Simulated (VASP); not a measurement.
Here is a VASP 6.6.1 calculation.

Contents of INCAR:

```
PREC = Accurate
ENCUT = 520
EDIFF = 1E-6
ISMEAR = -1
SIGMA = 0.05
LREAL = False
LASPH = True
NELM = 100
ALGO = Normal
ISIF = 2
LWAVE = False
LCHARG = True
GGA = PE
LELF = True
LVHAR = True
NBANDS = 16
```

File KPOINTS:

```
regular mesh
0
Gamma
  11 11 11
```

File POSCAR:

```
HgTe
1.0
    0.0000000000      3.2579710539      3.2579710539
    3.2579710539      0.0000000000      3.2579710539
    3.2579710539      3.2579710539      0.0000000000
Hg Te
1 1
Direct
    0.0000000000      0.0000000000      0.0000000000
    0.2500000000      0.2500000000      0.2500000000
```

Potentials or basis: VASP PAW PBE potentials, release 64 (Hg, Te).

Run with:

```sh
$ cat potpaw_PBE.64/Hg/POTCAR potpaw_PBE.64/Te/POTCAR > POTCAR
$ mpirun -np 1 vasp_std > vasp.out
```

(1) Estimate the band gap on the k mesh.

(2) What does it give for the pressure?

## Answers

(1) zero (filled and empty bands touch).

(2) 2.5 GPa.

Caveat: spin-orbit coupling is left out, which moves the levels of the heavy elements.
